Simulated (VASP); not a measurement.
A run of VASP 6.6.1:

Contents of INCAR:

```
ALGO     = Normal         # electronic algorithm
EDIFF    = 1E-7           # SCF threshold, eV
ENCUT    = 520            # plane-wave cutoff, eV
GGA      = PS             # functional
ISIF     = 2              # what is computed and relaxed
ISMEAR   = 0              # smearing method
LASPH    = T              # aspherical terms in the spheres
LCHARG   = F              # write CHGCAR
LREAL    = F              # projectors in reciprocal space
LWAVE    = F              # write WAVECAR
NBANDS   = 12             # bands
NELM     = 60             # most SCF steps
PREC     = Accurate       # precision mode
SIGMA    = 0.1            # smearing width, eV
```

File KPOINTS:

```
k-points
0
Gamma
  10 10 10
```

File POSCAR:

```
V
1.0
   -1.4825725688      1.4825725688      1.4825725688
    1.4825725688     -1.4825725688      1.4825725688
    1.4825725688      1.4825725688     -1.4825725688
V
1
Direct
    0.0000000000      0.0000000000      0.0000000000
```

Potentials or basis: VASP PAW PBE potentials, release 64 (V_sv).

The run is started by

```sh
$ cat potpaw_PBE.64/V_sv/POTCAR > POTCAR
$ mpirun -np 1 vasp_std > vasp.out
```

Hardware: 1 thread of Intel(R) Xeon(R) Platinum 8259CL CPU @ 2.50GHz (Skylake/Cascade Lake), with other jobs on the host.

Question: Estimate the wall time of this run.

Answer: It took 10 s on 1 thread of Intel(R) Xeon(R) Platinum 8259CL CPU @ 2.50GHz (Skylake/Cascade Lake), on a shared host, peak memory 0.12 GiB. Counts: scf iterations 12, k points 47.
